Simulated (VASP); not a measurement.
# Zr (P6_3/mmc) in VASP: a series of runs

Zr is run at these levels: PBEsol; tasks: single point.

All numbers are computed with VASP 6.6.1; they aren't measurements. Logs are shortened: lines on timing, memory, paths and dates and some standing lists are left out, and cuts for length are marked.

### Step 1. The cell of the first run

The structure is hexagonal, space group P6_3/mmc (No. 194). The conventional cell has a = 3.412 Å, b = 3.412 Å, c = 4.618 Å, α = 90.00°, β = 90.00°, γ = 120.00°. Zr (site symmetry -6m2) has 12 Zr at 3.04 to 3.41 Å within 4.0 Å.

### Step 2. Single point, PBEsol

INCAR

```
SYSTEM = Zr
PREC = Accurate
ENCUT = 520
EDIFF = 1E-6
ISMEAR = 0
SIGMA = 0.15
LREAL = .False.
LASPH = .True.
NELM = 80
ALGO = Fast
ISIF = 2
LWAVE = .False.
LCHARG = .False.
GGA = PS
NBANDS = 19
```

KPOINTS

```
Automatic mesh
0
Gamma
  18 18 10
  0 0 0
```

POSCAR

```
Zr
1.0
    3.4119144880      0.0000000000      0.0000000000
   -1.7059572440      2.9548046222      0.0000000000
    0.0000000000      0.0000000000      4.6184911815
Zr
2
Direct
    0.3333333333      0.6666666667      0.2500000000
    0.6666666667      0.3333333333      0.7500000000
```

Potentials or basis: VASP PAW PBE potentials, release 64 (Zr_sv).

Started as:

```console
$ cat potpaw_PBE.64/Zr_sv/POTCAR > POTCAR
$ mpirun -np 1 vasp_std > vasp.out
```

OUTCAR:

```text
SYSTEM = Zr
   PREC = Accurate
   ENCUT = 520
   EDIFF = 1E-6
   ISMEAR = 0
   LREAL = .False.
   LASPH = .True.
   NELM = 80
   ISIF = 2
   GGA = PS

 ion  position               nearest neighbor table
   1  0.333  0.667  0.250-   2 3.04   2 3.04   2 3.04   2 3.04   2 3.04   2 3.04
   2  0.667  0.333  0.750-   1 3.04   1 3.04   1 3.04   1 3.04   1 3.04   1 3.04

  LATTYP: Found a hexagonal cell.
 ALAT       =     3.4119144880
 C/A-ratio  =     1.3536362643

  Lattice vectors:

 A1 = (   3.4119144880,   0.0000000000,   0.0000000000)
 A2 = (  -1.7059572440,   2.9548046222,   0.0000000000)
 A3 = (   0.0000000000,   0.0000000000,   4.6184911815)

Analysis of symmetry for initial positions (statically):
=====================================================================
 Subroutine PRICEL returns:
 Original cell was already a primitive cell.

 Routine SETGRP: Setting up the symmetry group for a
 hexagonal supercell.

 Subroutine GETGRP returns: Found 24 space group operations
 (whereof 12 operations were pure point group operations)
 out of a pool of 24 trial point group operations.

The static configuration has the point symmetry D_3d.
 The point group associated with its full space group is D_6h.

Analysis of symmetry for dynamics (positions and initial velocities):
=====================================================================
 Subroutine PRICEL returns:
 Original cell was already a primitive cell.

 Routine SETGRP: Setting up the symmetry group for a
 hexagonal supercell.

 Subroutine GETGRP returns: Found 24 space group operations
 (whereof 12 operations were pure point group operations)
 out of a pool of 24 trial point group operations.

The dynamic configuration has the point symmetry D_3d.
 The point group associated with its full space group is D_6h.

 Subroutine INISYM returns: Found 24 space group operations
 (whereof 12 operations are pure point group operations),
 and found     1 'primitive' translations

----------------------------------------------------------------------------------------

                                     Primitive cell

  volume of cell :      46.5615

  direct lattice vectors                    reciprocal lattice vectors
     3.411914488  0.000000000  0.000000000     0.293090581  0.169215926  0.000000000
    -1.705957244  2.954804622  0.000000000     0.000000000  0.338431852  0.000000000
     0.000000000  0.000000000  4.618491181     0.000000000  0.000000000  0.216520929

[... 82 lines left out ...]
   NELM   =     80;   NELMIN=  2; NELMDL= -5     # of ELM steps
   EDIFF  = 0.1E-05   stopping-criterion for ELM
   LREAL  =      F    real-space projection
   EDIFFG = 0.1E-04   stopping-criterion for IOM
   NSW    =      0    number of steps for IOM
   IBRION =     -1    ionic relax: 0-MD 1-quasi-New 2-CG
   NFREE  =      0    steps in history (QN), initial steepest desc. (CG)
   ISIF   =      2    stress and relaxation
   ISYM   =      2    0-nonsym 1-usesym 2-fastsym
   POTIM  = 0.5000    time-step for ionic-motion
   TEBEG  =    0.0;   TEEND  =   0.0 temperature during run
   PSTRESS=    0.0 pullay stress
   NELECT =      24.0000    total number of electrons
   NUPDOWN=      -1.0000    fix difference up-down
   EMIN   =  10.00;   EMAX   =-10.00  energy-range for DOS
   EFERMI =   0.00;   METHOD = LEGACY
   ISMEAR =     0;   SIGMA  =   0.15  broadening in eV -4-tet -1-fermi 0-gaus
   EFERMI_NEDOS =   21; number of points for ismear=-14 and -15
   IALGO  =     68    algorithm
   IMIX   =      4    mixing-type and parameters
     AMIX     =   0.40;   BMIX     =  1.00
     AMIX_MAG =   1.60;   BMIX_MAG =  1.00
  volume/ion in A,a.u.               =      23.28       157.11
  Fermi-wavevector in a.u.,A,eV,Ry     =   1.312612  2.480476 23.442147  1.722949
  Thomas-Fermi vector in A             =   2.442992
   LORBIT       =      0    0 simple, 1 ext, 2 COOP (PROOUT), +10 PAW based schemes
   GGA     = PS    functional components
   LHFCALC =     F    Hartree Fock is set to
   AEXX    =    0.0000 exact exchange contribution
   IVDW    =     0    specifies the selected vdW correction
   LEPSILON=     F    determine dielectric tensor
   LRPA    =     F    only Hartree local field effects (RPA)
 non-spin polarized calculation
 RMM-DIIS sequential band-by-band and
 Gauss-broadening in eV      SIGMA  =   0.15
  energy-cutoff  :      520.00
  volume of cell :       46.56
 maximum number of plane-waves:      1273
 NGX is ok and might be reduce to    28
   NGX = 13   NGY = 13   NGZ = 17

 number of electron      24.0000000 magnetization

 Free energy of the ion-electron system (eV)
  ---------------------------------------------------
  ext. energy  EPLUGINS =         0.00000000
  ---------------------------------------------------
  free energy    TOTEN  =       -17.93760300 eV

  energy without entropy =      -17.91538304  energy(sigma->0) =      -17.92649302

 E-fermi :   8.7644     XC(G=0): -11.1875

 val. band max:        8.7524286156   @ k =   0.0556  -0.0000   0.5000
 cond. band min:       8.7743027063   @ k =   0.3889   0.1111   0.1000
 fundamental gap:      0.0218740908
 Fermi energy:         8.7644467213

 k-point     1 :       0.0000    0.0000    0.0000
  band No.  band energies     occupation
      1     -39.9407      2.00000
      2     -39.6755      2.00000
      3     -18.6103      2.00000
      4     -17.7906      2.00000
      5     -17.7906      2.00000
      6     -17.4885      2.00000
[... 505 lines left out ...]
      6     -17.8888      2.00000
[... 11 lines left out ...]
     18      14.0928      0.00000
     19      14.7533      0.00000

 [... further k-points ...]

------------------------ aborting loop because EDIFF is reached ----------------------------------------

  FORCE on cell =-STRESS in cart. coord.  units (eV):
  Direction    XX          YY          ZZ          XY          YZ          ZX
  --------------------------------------------------------------------------------------
  -------------------------------------------------------------------------------------
  Total       -1.7612750     -1.7612750      1.6564102      0.0000000     -0.0000000      0.0000000
  in kB      -60.6053172    -60.6053172     56.9969284      0.0000000     -0.0000000      0.0000000
  external PRESSURE =     -21.4045687 kB  Pullay stress =       0.0000000 kB

 VOLUME and BASIS-vectors are now :
 -----------------------------------------------------------------------------
  energy-cutoff  :      520.00
  volume of cell :       46.56
      direct lattice vectors                 reciprocal lattice vectors
     3.411914488  0.000000000  0.000000000     0.293090581  0.169215926  0.000000000
    -1.705957244  2.954804622  0.000000000     0.000000000  0.338431852  0.000000000
     0.000000000  0.000000000  4.618491181     0.000000000  0.000000000  0.216520929

 POSITION                                       TOTAL-FORCE (eV/Angst)
 -----------------------------------------------------------------------------------
     -0.00000      1.96987      1.15462        -0.000000      0.000000      0.000000
      1.70596      0.98493      3.46387         0.000000     -0.000000      0.000000
 -----------------------------------------------------------------------------------
    total drift:                               -0.000000      0.000000     -0.000000

  FREE ENERGIE OF THE ION-ELECTRON SYSTEM (eV)
  ---------------------------------------------------
  free  energy   TOTEN  =       -17.9376030015 eV

  energy  without entropy=      -17.9153830376  energy(sigma->0) =      -17.92649302
```

stdout:

```text
POSCAR found type information on POSCAR Zr
 POSCAR found :  1 types and       2 ions
 scaLAPACK will be used
 -----------------------------------------------------------------------------
|                                                                             |
|                                                                             |
|     You enforced a specific xc type in the INCAR file but a different       |
|     I HOPE YOU KNOW WHAT YOU ARE DOING!                                     |
|                                                                             |
 -----------------------------------------------------------------------------

 LDA part: xc-table for (Slater+PW92), standard interpolation
 POSCAR, INCAR and KPOINTS ok, starting setup
 FFT: planning ... GRIDC
 FFT: planning ... GRID_SOFT
 FFT: planning ... GRID
 WAVECAR not read
 entering main loop
WARNING in EDDRMM: call to ZHEGV failed, returncode =   6  3      9
WARNING in EDDRMM: call to ZHEGV failed, returncode =   6  3      9
WARNING in EDDRMM: call to ZHEGV failed, returncode =   8  4     17
WARNING in EDDRMM: call to ZHEGV failed, returncode =   6  3      9
WARNING in EDDRMM: call to ZHEGV failed, returncode =   8  4      3
WARNING in EDDRMM: call to ZHEGV failed, returncode =   6  3     10
```

Run time: 2.8 min. Hardware: 1 thread of Intel Xeon 6975P-C (Granite Rapids), shared host; peak memory 0.28 GiB.

What came out:

```yaml
Free_energy: -17.9376 eV
Pressure: -2.1 GPa
Band_gap_on_the_k_mesh: zero (band 12 reaches 9.58 eV, above the bottom of band 13 at 8.51 eV)
```

Caveat: the PAW data sets were made with another functional, which shifts forces and pressure a little.

(Part 1 of 3 ends here.)
